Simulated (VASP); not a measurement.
Wanted: the native input for a VASP 6.6.1 run.

| Item | Value |
| --- | --- |
| Task | single point |
| Functional | PBEsol |
| Potentials or basis | VASP PAW PBE potentials, release 64 (Cu) |
| Cutoff | 520 eV |
| k mesh | 12 × 12 × 12 |
| Occupations | gaussian, width 0.1 eV |
| Spin | no spin polarisation |
| Dipole correction | no |
| Further INCAR settings | ALGO = Normal; EDIFF = 1e-07; NBANDS = 12 |

The structure of Cu lies in POSCAR:

```
Cu
1.0
   -1.4580898393      1.4580898393      1.3359954823
    1.4580898393     -1.4580898393      1.3359954823
    1.4580898393      1.4580898393     -1.3359954823
Cu
1
Direct
    0.0000000000      0.0000000000      0.0000000000
```

These files were run (other wordings do the same):

INCAR

```
SYSTEM = Cu
ALGO     = Normal         ! electronic algorithm
EDIFF    = 1E-7           ! SCF threshold, eV
ENCUT    = 520            ! plane-wave cutoff, eV
GGA      = PS             ! functional
ISIF     = 2              ! what is computed and relaxed
ISMEAR   = 0              ! smearing method
LASPH    = .True.         ! aspherical terms in the spheres
LCHARG   = .False.        ! write CHGCAR
LREAL    = .False.        ! projectors in reciprocal space
LWAVE    = .False.        ! write WAVECAR
NBANDS   = 12             ! bands
NELM     = 60             ! most SCF steps
PREC     = Accurate       ! precision mode
SIGMA    = 0.1            ! smearing width, eV
```

KPOINTS

```
k-points
0
Gamma
  12 12 12
  0 0 0
```

Potentials or basis: VASP PAW PBE potentials, release 64 (Cu).

The run is started by

```console
$ cat potpaw_PBE.64/Cu/POTCAR > POTCAR
$ mpirun -np 1 vasp_std > vasp.out
```

Results of the run:

The pressure is 0.7 GPa.

Caveat: the PAW data sets were made with another functional, which shifts forces and pressure a little.

It took 21 s on 1 thread of Intel(R) Xeon(R) Platinum 8488C (Sapphire Rapids), with other jobs on the host, peak memory 0.13 GiB.
